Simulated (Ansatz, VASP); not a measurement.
Ir: VASP beside Ansatz

```xyz
8
Lattice="1.8450 3.1956 0.0000 -1.8450 3.1956 0.0000 0.0000 0.0000 12.3586" Properties=species:S:1:pos:R:3 pbc="T T T"
Ir    0.0000    0.0000    5.0201
Ir    0.0000    0.0000   11.1994
Ir    0.0000    0.0000    1.1592
Ir    0.0000    0.0000    7.3386
Ir    0.0000    2.1304    4.2477
Ir    0.0000    4.2607   10.4270
Ir    0.0000    2.1304    1.9317
Ir    0.0000    4.2607    8.1110
```

Alike in both runs: task single point; functional r2SCAN; k mesh 8 × 8 × 2; occupations fermi-dirac, width 0.0103 eV; no spin polarisation.

|  | VASP | Ansatz |
| --- | --- | --- |
| version | VASP 6.6.1 | Ansatz 0.2.0 |
| potentials or method | VASP PAW PBE potentials, release 64 (Ir), cutoff 520 eV | PAW plane waves |
| valence electrons in the cell | 72 | 136 |

|  | VASP | Ansatz | Ansatz less VASP |
| --- | --- | --- | --- |
| rms of the force components (eV/Å) | 0.535 | 0.553 | +0.0178 |

VASP's potentials were made for PBE, not for r2SCAN. Atom by atom the forces differ by 0.018 eV/Å (rms over components). The functional is the same, so the differences come from potentials, cutoffs and numerics. VASP's potentials hold 72 valence electrons a cell and Ansatz's 136, so a difference there can come from the potentials and not from the codes. Ansatz's warnings: structure snapped to symmetry.

Neither program's run includes spin-orbit coupling.
